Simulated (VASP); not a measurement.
Here is a VASP 6.6.1 calculation.

The input INCAR:

```
SYSTEM = Mg2Ge2N
PREC = Accurate
ENCUT = 520
EDIFF = 1E-6
ISMEAR = 0
SIGMA = 0.1
LREAL = .FALSE.
LASPH = .TRUE.
NELM = 80
ALGO = Normal
ISIF = 2
LWAVE = .FALSE.
LCHARG = .FALSE.
GGA = PE
NBANDS = 26
```

File KPOINTS:

```
Automatic mesh
0
G
  6 6 6
  0 0 0
```

Contents of POSCAR:

```
Mg2Ge2N
1.0
   -1.9818049300      1.9818049300      4.9106023600
    1.9818049300     -1.9818049300      4.9106023600
    1.9818049300      1.9818049300     -4.9106023600
Mg Ge N
2 2 1
Direct
    0.7500000000      0.2500000000      0.5000000000
    0.2500000000      0.7500000000      0.5000000000
    0.3750000000      0.3750000000      0.0000000000
    0.6250000000      0.6250000000      0.0000000000
    0.0000000000      0.0000000000      0.0000000000
```

Potentials or basis: VASP PAW PBE potentials, release 64 (Mg, Ge_d, N).

The run is started by

```sh
$ cat potpaw_PBE.64/Mg/POTCAR potpaw_PBE.64/Ge_d/POTCAR potpaw_PBE.64/N/POTCAR > POTCAR
$ mpirun -np 1 vasp_std > vasp.out
```

**Question.** Estimate the pressure.

**Answer.** 28.2 GPa.

**Question.** Predict the largest force.

**Answer.** 5.940 eV/Å.

Stress tensor (GPa, compression positive):
```
35.62  0.00  0.00
 0.00 35.62  0.00
 0.00  0.00 13.35
```

Caveat: the k points lie up to 0.37 Å⁻¹ apart; forces of over 1 eV/Å act on the atoms, so gaps and moduli don't describe the material at rest.
